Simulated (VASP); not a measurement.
# Hf5Te (P4/mmm) in VASP: relaxation of cell and atoms with PBE

Aim: the relaxation of cell and atoms of Hf5Te with PBE.

Everything below comes from runs of VASP 6.6.1. Logs are shortened: lines on timing, memory, paths and dates and some standing lists are left out, and cuts for length are marked.

### 1 The cell of the first run

Symmetry: P4/mmm, No. 123, tetragonal system. The conventional cell has a = 6.823 Å, b = 6.823 Å, c = 3.367 Å, α = 90.00°, β = 90.00°, γ = 90.00°. Within 3.8 Å of Hf (site symmetry m2m) lie 8 Hf at 2.91 to 3.46 Å and 2 Te at 2.97 Å. Within 3.8 Å of Hf (site symmetry 4/mmm) lie 10 Hf at 2.91 to 3.37 Å. Within 3.9 Å of Te (site symmetry 4/mmm) lie 8 Hf at 2.97 Å and 2 Te at 3.37 Å.

The cell was generated, and may not be a known phase.

### 2 Relaxation of cell and atoms, PBE

Input file INCAR:

```
PREC = Accurate ; ENCUT = 600
EDIFF = 1E-6 ; ISMEAR = 0
SIGMA = 0.1 ; LREAL = F
LASPH = T ; NELM = 100
ALGO = Fast ; ISIF = 3
LWAVE = F ; LCHARG = F
GGA = PE ; IBRION = 2
NSW = 100 ; EDIFFG = -0.01
```

Input file KPOINTS:

```
Automatic mesh
0
Gamma
  6 6 12
```

Input file POSCAR:

```
Hf5Te
1.0
    6.8225161992      0.0000000000      0.0000000000
    0.0000000000      6.8225161992      0.0000000000
    0.0000000000      0.0000000000      3.3670961360
Hf Te
5 1
Direct
    0.7461670525      0.7461670525      0.5000000000
    0.2538329475      0.2538329475      0.5000000000
    0.2538329475      0.7461670525      0.5000000000
    0.7461670525      0.2538329475      0.5000000000
    0.5000000000      0.5000000000      0.0000000000
    0.0000000000      0.0000000000      0.0000000000
```

Potentials or basis: VASP PAW PBE potentials, release 64 (Hf_pv, Te).

The run is started by

```sh
> cat potpaw_PBE.64/Hf_pv/POTCAR potpaw_PBE.64/Te/POTCAR > POTCAR
> mpirun -np 1 vasp_std > vasp.out
```

OUTCAR:

```text
PREC = Accurate
   ENCUT = 600
   EDIFF = 1E-6
   ISMEAR = 0
   LREAL = F
   LASPH = T
   NELM = 100
   ISIF = 3
   GGA = PE
   IBRION = 2
   NSW = 100
   EDIFFG = -0.01

 ion  position               nearest neighbor table
   1  0.746  0.746  0.500-   5 2.91   5 2.91   6 2.97   6 2.97   3 3.36   4 3.36   3 3.46   4 3.46

   2  0.254  0.254  0.500-   5 2.91   5 2.91   6 2.97   6 2.97   3 3.36   4 3.36   3 3.46   4 3.46

   3  0.254  0.746  0.500-   5 2.91   5 2.91   6 2.97   6 2.97   1 3.36   2 3.36   2 3.46   1 3.46

   4  0.746  0.254  0.500-   5 2.91   5 2.91   6 2.97   6 2.97   1 3.36   2 3.36   2 3.46   1 3.46

   5  0.500  0.500  0.000-   1 2.91   2 2.91   3 2.91   4 2.91   1 2.91   2 2.91   3 2.91   4 2.91

   6  0.000  0.000  0.000-   1 2.97   2 2.97   3 2.97   4 2.97   1 2.97   2 2.97   3 2.97   4 2.97

  LATTYP: Found a simple tetragonal cell.
 ALAT       =     6.8225161992
 C/A-ratio  =     0.4935270269

  Lattice vectors:

 A1 = (   6.8225161992,   0.0000000000,   0.0000000000)
 A2 = (   0.0000000000,   6.8225161992,   0.0000000000)
 A3 = (   0.0000000000,   0.0000000000,   3.3670961360)

Analysis of symmetry for initial positions (statically):
=====================================================================
 Subroutine PRICEL returns:
 Original cell was already a primitive cell.

 Routine SETGRP: Setting up the symmetry group for a
 simple tetragonal supercell.

 Subroutine GETGRP returns: Found 16 space group operations
 (whereof 16 operations were pure point group operations)
 out of a pool of 16 trial point group operations.

The static configuration has the point symmetry D_4h.

Analysis of symmetry for dynamics (positions and initial velocities):
=====================================================================
 Subroutine PRICEL returns:
 Original cell was already a primitive cell.

 Routine SETGRP: Setting up the symmetry group for a
 simple tetragonal supercell.

 Subroutine GETGRP returns: Found 16 space group operations
 (whereof 16 operations were pure point group operations)
 out of a pool of 16 trial point group operations.

The dynamic configuration has the point symmetry D_4h.

 Subroutine INISYM returns: Found 16 space group operations
 (whereof 16 operations are pure point group operations),
 and found     1 'primitive' translations

----------------------------------------------------------------------------------------

                                     Primitive cell

  volume of cell :     156.7273

  direct lattice vectors                    reciprocal lattice vectors
     6.822516199  0.000000000  0.000000000     0.146573489  0.000000000  0.000000000
     0.000000000  6.822516199  0.000000000     0.000000000  0.146573489  0.000000000
     0.000000000  0.000000000  3.367096136     0.000000000  0.000000000  0.296991817

  length of vectors
     6.822516199  6.822516199  3.367096136     0.146573489  0.146573489  0.296991817

  position of ions in fractional coordinates (direct lattice)
     0.746167052  0.746167052  0.500000000
     0.253832948  0.253832948  0.500000000
     0.253832948  0.746167052  0.500000000
     0.746167052  0.253832948  0.500000000
     0.500000000  0.500000000  0.000000000
     0.000000000  0.000000000  0.000000000

  ion indices of the primitive-cell ions
   primitive index   ion index
                 1           1
                 2           2
                 3           3
                 4           4
                 5           5
                 6           6

----------------------------------------------------------------------------------------

 KPOINTS: Automatic mesh

Automatic generation of k-mesh.
 Grid dimensions read from file:
 generate k-points for:    6    6   12

 Generating k-lattice:

  Cartesian coordinates                     Fractional coordinates (reciprocal lattice)
     0.024428915  0.000000000  0.000000000     0.166666667  0.000000000  0.000000000
     0.000000000  0.024428915  0.000000000     0.000000000  0.166666667  0.000000000
     0.000000000  0.000000000  0.024749318     0.000000000  0.000000000  0.083333333

  Length of vectors
     0.024428915  0.024428915  0.024749318

  Shift w.r.t. Gamma in fractional coordinates (k-lattice)
     0.000000000  0.000000000  0.000000000

 Subroutine IBZKPT returns following result:
 ===========================================

 Found     70 irreducible k-points:

 Following reciprocal coordinates:
            Coordinates               Weight
  0.000000  0.000000  0.000000      1.000000
  0.166667  0.000000  0.000000      4.000000
  0.333333  0.000000  0.000000      4.000000
  0.500000  0.000000  0.000000      2.000000
  0.166667  0.166667  0.000000      4.000000
  0.333333  0.166667  0.000000      8.000000
[... 16 lines left out ...]
  0.333333  0.000000  0.166667      8.000000
  0.500000  0.000000  0.166667      4.000000
 [... further k-points ...]
   k-points           NKPTS =     70   k-points in BZ     NKDIM =     70   number of bands    NBANDS=     33
   number of dos      NEDOS =    301   number of ions     NIONS =      6
   total plane-waves  NPLWV =  87808
   dimension x,y,z NGX =    56 NGY =   56 NGZ =   28
   dimension x,y,z NGXF=   112 NGYF=  112 NGZF=   56
   ions per type =               5   1
   NGX,Y,Z   is equivalent  to a cutoff of  13.65, 13.65, 13.82 a.u.
   NGXF,Y,Z  is equivalent  to a cutoff of  27.29, 27.29, 27.65 a.u.
 SYSTEM =  unknown system
   PREC   = accura    normal or accurate (medium, high low for compatibility)
   ISTART =      0    job   : 0-new  1-cont  2-samecut
   ICHARG =      2    charge: 1-file 2-atom 10-const
   ISPIN  =      1    spin polarized calculation?
   LNONCOLLINEAR =      F non collinear calculations
   LSORBIT =      F    spin-orbit coupling
   LASPH  =      T    aspherical Exc in radial PAW
   ENCUT  =  600.0 eV  44.10 Ry    6.64 a.u.  13.63 13.63  6.72*2*pi/ulx,y,z
   NELM   =    100;   NELMIN=  2; NELMDL= -5     # of ELM steps
   EDIFF  = 0.1E-05   stopping-criterion for ELM
   LREAL  =      F    real-space projection
   EDIFFG = -.1E-01   stopping-criterion for IOM
   NSW    =    100    number of steps for IOM
   IBRION =      2    ionic relax: 0-MD 1-quasi-New 2-CG
   NFREE  =      1    steps in history (QN), initial steepest desc. (CG)
   ISIF   =      3    stress and relaxation
   ISYM   =      2    0-nonsym 1-usesym 2-fastsym
   POTIM  = 0.5000    time-step for ionic-motion
   TEBEG  =    0.0;   TEEND  =   0.0 temperature during run
   PSTRESS=    0.0 pullay stress
   NELECT =      56.0000    total number of electrons
   NUPDOWN=      -1.0000    fix difference up-down
   EMIN   =  10.00;   EMAX   =-10.00  energy-range for DOS
   EFERMI =   0.00;   METHOD = LEGACY
   ISMEAR =     0;   SIGMA  =   0.10  broadening in eV -4-tet -1-fermi 0-gaus
   EFERMI_NEDOS =   21; number of points for ismear=-14 and -15
   IALGO  =     68    algorithm
   IMIX   =      4    mixing-type and parameters
     AMIX     =   0.40;   BMIX     =  1.00
     AMIX_MAG =   1.60;   BMIX_MAG =  1.00
  volume/ion in A,a.u.               =      26.12       176.27
  Fermi-wavevector in a.u.,A,eV,Ry     =   1.161687  2.195271 18.361302  1.349518
  Thomas-Fermi vector in A             =   2.298257
   LORBIT       =      0    0 simple, 1 ext, 2 COOP (PROOUT), +10 PAW based schemes
   GGA     = PE    functional components
   LHFCALC =     F    Hartree Fock is set to
   AEXX    =    0.0000 exact exchange contribution
   IVDW    =     0    specifies the selected vdW correction
   LEPSILON=     F    determine dielectric tensor
   LRPA    =     F    only Hartree local field effects (RPA)
 conjugate gradient relaxation of ions
 non-spin polarized calculation
 RMM-DIIS sequential band-by-band and
 Gauss-broadening in eV      SIGMA  =   0.10
  energy-cutoff  :      600.00
  volume of cell :      156.73
 maximum number of plane-waves:      5261
 NGX is ok and might be reduce to    56
   NGX = 27   NGY = 27   NGZ = 13

--------------------------------------- Ionic step        1  -------------------------------------------

 number of electron      55.9999998 magnetization

 Free energy of the ion-electron system (eV)
  ---------------------------------------------------
  ext. energy  EPLUGINS =         0.00000000
  ---------------------------------------------------
  free energy    TOTEN  =       -50.16135524 eV

  energy without entropy =      -50.12312443  energy(sigma->0) =      -50.14223984

------------------------ aborting loop because EDIFF is reached ----------------------------------------

  FORCE on cell =-STRESS in cart. coord.  units (eV):
  Direction    XX          YY          ZZ          XY          YZ          ZX
  --------------------------------------------------------------------------------------
  -------------------------------------------------------------------------------------
  Total       -0.1767005     -0.1767005     -0.0010343      0.0000000      0.0000000      0.0000000
  in kB       -1.8063578     -1.8063578     -0.0105737      0.0000000      0.0000000      0.0000000
  external PRESSURE =      -1.2077631 kB  Pullay stress =       0.0000000 kB
[... 101 lines left out ...]
  FREE ENERGIE OF THE ION-ELECTRON SYSTEM (eV)
  ---------------------------------------------------
  free  energy   TOTEN  =       -50.1615516173 eV

  energy  without entropy=      -50.1234653551  energy(sigma->0) =      -50.14250849

[... ionic steps 4 to 7 ...]

--------------------------------------- Ionic step        8  -------------------------------------------

 number of electron      55.9999998 magnetization

------------------------ aborting loop because EDIFF is reached ----------------------------------------
[... 75 lines left out ...]
--------------------------------------- Ionic step       10  -------------------------------------------

 number of electron      55.9999998 magnetization

 Free energy of the ion-electron system (eV)
  ---------------------------------------------------
  ext. energy  EPLUGINS =         0.00000000
  ---------------------------------------------------
  free energy    TOTEN  =       -50.16161535 eV

  energy without entropy =      -50.12351987  energy(sigma->0) =      -50.14256761

 E-fermi :   4.6589     XC(G=0): -10.3887

 val. band max:        4.6545798802   @ k =   0.5000   0.3333   0.5000
 cond. band min:       4.6603124805   @ k =   0.3333   0.0000   0.4167
 fundamental gap:      0.0057326003
 Fermi energy:         4.6589389923

 k-point     1 :       0.0000    0.0000    0.0000
  band No.  band energies     occupation
      1     -26.5036      2.00000
      2     -26.5036      2.00000
      3     -26.4698      2.00000
      4     -26.4513      2.00000
      5     -26.2677      2.00000
      6     -26.2677      2.00000
[... 853 lines left out ...]
     32       5.5092      0.00000
     33       5.9205      0.00000

 [... further k-points ...]

------------------------ aborting loop because EDIFF is reached ----------------------------------------

  FORCE on cell =-STRESS in cart. coord.  units (eV):
  Direction    XX          YY          ZZ          XY          YZ          ZX
  --------------------------------------------------------------------------------------
  -------------------------------------------------------------------------------------
  Total       -0.0085500     -0.0085500     -0.0541933      0.0000000      0.0000000      0.0000000
  in kB       -0.0875194     -0.0875194     -0.5547307      0.0000000      0.0000000      0.0000000
  external PRESSURE =      -0.2432565 kB  Pullay stress =       0.0000000 kB
[... 21 lines left out ...]
  FREE ENERGIE OF THE ION-ELECTRON SYSTEM (eV)
  ---------------------------------------------------
  free  energy   TOTEN  =       -50.1616153499 eV

  energy  without entropy=      -50.1235198687  energy(sigma->0) =      -50.14256761

 reached required accuracy - stopping structural energy minimisation
```

Run time: 44 min. Hardware: 1 thread of Intel Xeon 8259CL, shared host; peak memory 0.57 GiB.

What came out:

| Quantity | Value |
| --- | --- |
| Free energy | -50.1616 eV |
| Relaxed volume | 26.09 Å³/atom |
| Relaxed cell | a = 6.814 Å, b = 6.814 Å, c = 3.371 Å, α = 90.00°, β = 90.00°, γ = 90.00° |
| Space group after relaxing (to 0.1 Å) | P4/mmm (No. 123) |
| Energy gained by relaxing | 0.0 meV/atom |
| Ionic steps | 10 |
| Pressure after relaxing | 0.0 GPa |
| Band gap on the k mesh | zero (bands 28 and 29 overlap by 0.95 eV) |

Step by step:
```tsv
step	energy change (eV)	largest force (eV/Å)	pressure (GPa)	volume (Å³)
1	0.0000	0.0166	-0.12	156.73
2	-0.0002	0.0004	0.11	156.28
3	-0.0002	0.0057	0.08	156.41
4	-0.0002	0.0071	0.03	156.47
5	-0.0002	0.0065	0.02	156.45
6	-0.0002	0.0059	0.03	156.43
7	-0.0002	0.0057	0.02	156.42
8	-0.0003	0.0016	0.02	156.48
9	-0.0002	0.0041	-0.04	156.57
10	-0.0003	0.0007	-0.02	156.52
```

Final structure:
```
Hf Te
1.0
     6.81361    0.00000    0.00000
     0.00000    6.81361    0.00000
     0.00000    0.00000    3.37147
Hf Te
5 1
Direct
  0.74606 0.74606 0.50000
  0.25394 0.25394 0.50000
  0.25394 0.74606 0.50000
  0.74606 0.25394 0.50000
  0.50000 0.50000 0.00000
  0.00000 0.00000 0.00000
```

Levels at points of the mesh, in eV from the Fermi level:
```tsv
k point	band 26	band 27	band 28	band 29	band 30	band 31
(0.00, 0.00, 0.00)	-0.81	-0.81	-0.44	-0.44	0.45	0.45
(0.50, 0.00, 0.00)	-1.10	-0.85	-0.79	0.27	0.75	1.39
(0.50, 0.50, 0.00)	-0.43	-0.42	-0.42	0.61	0.61	0.61
(0.00, 0.00, 0.50)	-0.42	0.14	0.44	0.44	1.10	1.10
(0.50, 0.00, 0.50)	-0.41	-0.04	0.04	0.05	0.15	0.31
(0.50, 0.50, 0.50)	-0.62	-0.23	-0.23	-0.14	0.20	0.71
```

Caveat: spin-orbit coupling is left out, which moves the levels of the heavy elements.
